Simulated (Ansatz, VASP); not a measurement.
## CaTiS2: VASP beside Ansatz

```
Ti Ca S
1.0
     3.69311    0.00000    0.00000
    -1.84655    3.19832    0.00000
     0.00000    0.00000    6.62758
Ti Ca S
1 1 2
Direct
  0.00000 0.00000 0.00000
  0.00000 0.00000 0.50000
  0.66667 0.33333 0.21966
  0.33333 0.66667 0.78034
```

Alike in both runs: task single point; functional PBE; k mesh 8 × 8 × 4; occupations fermi-dirac, width 0.05 eV; no spin polarisation.

|  | VASP | Ansatz |
| --- | --- | --- |
| version | VASP 6.6.1 | Ansatz 0.2.0 |
| potentials or method | VASP PAW PBE potentials, release 64 (Ti_sv, Ca_sv, S) | Ansatz PAW |
| plane-wave cutoff (eV) | 520 | 420 |
| valence electrons in the cell | 34 | 34 |

Ansatz gave:

```
gap on the k mesh at the Fermi level (eV)                     : none
pressure (GPa)                                                : -2.9
traceless stress, the component that is largest in VASP (GPa) : -0.45
rms of the force components (eV/Å)                            : 0.016
```

Estimate VASP's values.

gap on the k mesh at the Fermi level (eV): none; pressure (GPa): -2.8; traceless stress, the component that is largest in VASP (GPa): -0.41; rms of the force components (eV/Å): 0.021.

Atom by atom the forces differ by 0.005 eV/Å (rms over components). A gap of «none» marks a metal or a gap that the smearing closes.
